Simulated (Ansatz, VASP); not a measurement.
**One calculation of Ge, two programs**

```
Ge
1.0
     5.70027    0.00000    0.00000
     0.00000    5.70027    0.00000
     0.00000    0.00000    5.70027
Ge
8
Direct
  0.50000 0.50000 0.50000
  0.00000 0.00000 0.00000
  0.25000 0.00000 0.50000
  0.50000 0.25000 0.00000
  0.50000 0.75000 0.00000
  0.75000 0.00000 0.50000
  0.00000 0.50000 0.75000
  0.00000 0.50000 0.25000
```

Alike in both runs: task relaxation of cell and atoms; functional r2SCAN; k mesh 4 × 4 × 4; occupations gaussian, width 0.1 eV; no spin polarisation.

|  | VASP | Ansatz |
| --- | --- | --- |
| version | VASP 6.6.1 | Ansatz 0.2.0 |
| potentials or method | VASP PAW PBE potentials, release 64 (Ge_d), cutoff 600 eV | scalar-relativistic, plane waves, PAW |
| valence electrons in the cell | 112 | 112 |

VASP gave:

* gap on the k mesh at the Fermi level, each at its own relaxed structure (eV): none
* relaxed volume (Å³/atom): 19.37
* relaxed length of the cell vector where the two differ most in proportion (Å): 5.371

What did Ansatz give for the same quantities?

gap on the k mesh at the Fermi level, each at its own relaxed structure (eV): none; relaxed volume (Å³/atom): 19.46; relaxed length of the cell vector where the two differ most in proportion (Å): 5.380.

VASP's potentials were made for PBE, not for r2SCAN. A gap of «none» marks a metal or a gap that the smearing closes.

Noted on VASP's run: the volume moved by over 15 % at a fixed basis, so the end points are rough.
